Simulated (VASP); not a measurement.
Runs of VASP 6.6.1 on PrBi3H. The structure is that of space group Pm-3m (No. 221), or close to it. The cells are those of the table. The cell was built from a structure type or drawn by symmetry, and may not be a known phase.

| task | level | cell | k mesh | gap on the mesh (eV) | pressure (GPa) | relaxed volume (Å³/atom) |
| --- | --- | --- | --- | --- | --- | --- |
| single point | PBE | a = 5.042 Å, 5 atoms | 8 × 8 × 8 | none | 0.0 | - |
| relaxation of cell and atoms | PBE | relaxed from a = 5.047 Å, 5 atoms | 8 × 8 × 8 | none | 0.0 | (b) |
| single point | PBE | a = 5.116 Å, 5 atoms | 4 × 4 × 4 | none | (a) | - |
| single point | PBE+D3(BJ) | a = 4.967 Å, 5 atoms | 8 × 8 × 8 | none | -0.1 | - |
| single point | PBE | a = 5.047 Å, 5 atoms | 4 × 4 × 4 | none | -0.2 | - |
| relaxation of cell and atoms | PBE | relaxed from a = 5.116 Å, 5 atoms | 4 × 4 × 4 | none | 0.0 | 25.64 |

Alike in all rows: potentials or basis VASP PAW PBE potentials, release 64 (Pr_3, Bi_d, H), 4f in core; no spin polarisation; cutoff (eV) 500; smearing gaussian 0.1 eV.

Problem. Fill in the values left out.

Solution. (a) -2.2; (b) 25.61.

Caveats: spin-orbit coupling is left out, which moves the levels of the heavy elements; the 4f electrons are frozen in the core, so they carry no moment and show no levels.

A k mesh can miss the band edges, and the runs leave out spin-orbit coupling on Bi, Pr.

A gap of «none» marks levels without a gap at the run's occupations.
